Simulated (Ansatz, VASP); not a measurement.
SiO2 in VASP and in Ansatz

INCAR

```
SYSTEM = SiO2
PREC = Accurate
ENCUT = 520
EDIFF = 1E-7
ISMEAR = 0
SIGMA = 0.05
LREAL = .False.
LASPH = .True.
NELM = 100
ALGO = Normal
ISIF = 2
LWAVE = .False.
LCHARG = .True.
LELF = .True.
LVHAR = .True.
NBANDS = 25
```

Contents of KPOINTS:

```
regular mesh
0
Gamma
  6 6 8
  0 0 0
```

File POSCAR:

```
SiO2
1.0
    4.1551517022      0.0000000000      0.0000000000
    0.0000000000      4.1551517022      0.0000000000
    0.0000000000      0.0000000000      2.9168000000
Si O
2 4
Direct
    0.5000000000      0.5000000000      0.5000000000
    0.0000000000      0.0000000000      0.0000000000
    0.6944252994      0.6944252994      0.0000000000
    0.1944252994      0.8055747006      0.5000000000
    0.3055747006      0.3055747006      0.0000000000
    0.8055747006      0.1944252994      0.5000000000
```

Input for Ansatz:

```yaml
crystal:
  lattice:
    - [4.1551517022, 0.0, 0.0]
    - [0.0, 4.1551517022, 0.0]
    - [0.0, 0.0, 2.9168]
  atoms:
    - { symbol: Si, position: [0.5, 0.5, 0.5] }
    - { symbol: Si, position: [0.0, 0.0, 0.0] }
    - { symbol: O, position: [0.6944252994, 0.6944252994, 0.0] }
    - { symbol: O, position: [0.1944252994, 0.8055747006, 0.5] }
    - { symbol: O, position: [0.3055747006, 0.3055747006, 0.0] }
    - { symbol: O, position: [0.8055747006, 0.1944252994, 0.5] }
basis:
  ecutwfc: 520.0
kpoints:
  mp_grid: { grid: [6, 6, 8] }
hamiltonian:
  xc: lda
  pseudopotentials: { kind: paw, azcp: { folder: soft_1 } }
scf:
  occupations: { method: gaussian, width: 0.05 }
output:
  forces: true
  stress: true
  eigenvalues: true
```

Alike in both runs: task single point; functional LDA; k mesh 6 × 6 × 8; occupations gaussian, width 0.05 eV; no spin polarisation.

```csv
,VASP,Ansatz
version,VASP 6.6.1,Ansatz 0.2.0
potentials or method,"VASP PAW LDA potentials, release 64 (Si, O), cutoff 520 eV","scalar-relativistic, plane waves, PAW"
valence electrons in the cell,32,32
```

|  | VASP | Ansatz | Ansatz less VASP |
| --- | --- | --- | --- |
| gap on the k mesh at the Fermi level (eV) | 3.89 | 3.89 | 0.000 |
| least direct gap on the mesh (eV) | 3.89 | 3.89 | 0.000 |
| pressure (GPa) | -26.4 | -27.2 | -0.84 |
| traceless stress, the component that is largest in VASP (GPa) | -23.93 | -24.11 | -0.181 |
| rms of the force components (eV/Å) | 0.106 | 0.108 | +0.0015 |

Ansatz warns that its potentials were made for another functional, while VASP's fit it. LDA's correlation is that of Perdew and Zunger in VASP and of Perdew and Wang (1992) in Ansatz. Atom by atom the forces differ by 0.001 eV/Å (rms over components).
